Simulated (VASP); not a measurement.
Input of a VASP 6.6.1 run:

Contents of POSCAR:

```
AlAs2
1.0
    0.0000000000      3.1201190510      3.1201190510
    3.1201190510      0.0000000000      3.1201190510
    3.1201190510      3.1201190510      0.0000000000
Al As
1 2
Direct
    0.0000000000      0.0000000000      0.0000000000
    0.2500000000      0.2500000000      0.2500000000
    0.7500000000      0.7500000000      0.7500000000
```

File INCAR.step1:

```
  ALGO = Normal
  EDIFF = 1E-4
  ENCUT = 520
  GGA = PE
  ISMEAR = 0
  LASPH = True
  LCHARG = False
  LREAL = False
  LWAVE = True
  NBANDS = 14
  NELM = 60
  PREC = Accurate
  SIGMA = 0.1
```

File INCAR.step2:

```
  ALGO = Normal
  EDIFF = 1E-6
  ENCUT = 520
  ISIF = 2
  ISMEAR = 0
  ISTART = 1
  LASPH = True
  LCHARG = False
  LMIXTAU = True
  LREAL = False
  LWAVE = False
  METAGGA = R2SCAN
  NBANDS = 14
  NELM = 60
  PREC = Accurate
  SIGMA = 0.1
```

KPOINTS

```
k-points
0
Gamma
  14 14 14
```

Potentials or basis: VASP PAW PBE potentials, release 64 (Al, As).

The run is started by

```bash
$ cat potpaw_PBE.64/Al/POTCAR potpaw_PBE.64/As/POTCAR > POTCAR
$ cp INCAR.step1 INCAR
$ mpirun -np 1 vasp_std > vasp.out
$ cp INCAR.step2 INCAR
$ mpirun -np 1 vasp_std > vasp.out
```

**Question.** Predict the pressure.

**Answer.** -0.1 GPa.

Caveat: the PAW data sets were made with another functional, which shifts forces and pressure a little.
